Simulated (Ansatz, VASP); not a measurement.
# Two plane-wave programs on Re

```
Re
1.0
    -1.54788    1.54788    1.54788
     1.54788   -1.54788    1.54788
     1.54788    1.54788   -1.54788
Re
1
Direct
  0.00000 0.00000 0.00000
```

Alike in both runs: functional r2SCAN; k mesh 14 × 14 × 14; occupations fermi-dirac, width 0.1 eV; no spin polarisation.

Ansatz relaxed the structure, and its values are those at the end. VASP's run is a single point on that final structure, the one shown.

|  | VASP | Ansatz |
| --- | --- | --- |
| version | VASP 6.6.1 | Ansatz 0.2.0 |
| potentials or method | VASP PAW PBE potentials, release 64 (Re), cutoff 660 eV | plane waves (500 eV) with PAW, scalar-relativistic |
| valence electrons in the cell | 7 | 15 |

|  | VASP | Ansatz | Ansatz less VASP |
| --- | --- | --- | --- |
| pressure (GPa) | 0.3 | 0.0 | -0.25 |

VASP's potentials were made for PBE, not for r2SCAN. VASP's potentials hold 7 valence electrons a cell and Ansatz's 15, so a difference there can come from the potentials and not from the codes.

Neither program's run includes spin-orbit coupling.
